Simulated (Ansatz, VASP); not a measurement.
# Two plane-wave programs on CdSe

The input POSCAR:

```
CdSe
1.0
    0.0000000000      3.0677809647      3.0677809647
    3.0677809647      0.0000000000      3.0677809647
    3.0677809647      3.0677809647      0.0000000000
Cd Se
1 1
Direct
    0.0000000000      0.0000000000      0.0000000000
    0.2500000000      0.2500000000      0.2500000000
```

Contents of INCAR.step1:

```
SYSTEM = CdSe
ALGO = Normal
EDIFF = 1E-4
ENCUT = 520
GGA = PE
ISMEAR = 0
LASPH = .TRUE.
LCHARG = .FALSE.
LREAL = .FALSE.
LWAVE = .TRUE.
NBANDS = 16
NELM = 60
PREC = Accurate
SIGMA = 0.5
```

INCAR.step2

```
SYSTEM = CdSe
ALGO = Normal
EDIFF = 1E-6
ENCUT = 520
ISIF = 2
ISMEAR = 0
ISTART = 1
LASPH = .TRUE.
LCHARG = .FALSE.
LMIXTAU = .TRUE.
LREAL = .FALSE.
LWAVE = .FALSE.
METAGGA = R2SCAN
NBANDS = 16
NELM = 60
PREC = Accurate
SIGMA = 0.5
```

File KPOINTS:

```
k-points
0
G
  6 6 6
  0 0 0
```

Input for Ansatz:

```yaml
crystal:
  lattice:
    - [0.0, 3.0677809647, 3.0677809647]
    - [3.0677809647, 0.0, 3.0677809647]
    - [3.0677809647, 3.0677809647, 0.0]
  atoms:
    - { symbol: Cd, position: [0.0, 0.0, 0.0] }
    - { symbol: Se, position: [0.25, 0.25, 0.25] }
kpoints:
  mp_grid: { grid: [6, 6, 6] }
hamiltonian:
  xc: r2scan
scf:
  occupations: { method: gaussian, width: 0.5 }
  n_extra_bands: 4
output:
  forces: true
  stress: true
  eigenvalues: true
```

Alike in both runs: task single point; functional r2SCAN; k mesh 6 × 6 × 6; occupations gaussian, width 0.5 eV; no spin polarisation.

|  | VASP | Ansatz |
| --- | --- | --- |
| version | VASP 6.6.1 | Ansatz 0.2.0 |
| potentials or method | VASP PAW PBE potentials, release 64 (Cd, Se) | plane waves |
| plane-wave cutoff (eV) | 520 | 500 |
| valence electrons in the cell | 18 | 36 |

|  | VASP | Ansatz | Ansatz less VASP |
| --- | --- | --- | --- |
| pressure (GPa) | 0.2 | 0.0 | -0.24 |

VASP's potentials were made for PBE, not for r2SCAN. VASP's potentials hold 18 valence electrons a cell and Ansatz's 36, so a difference there can come from the potentials and not from the codes.
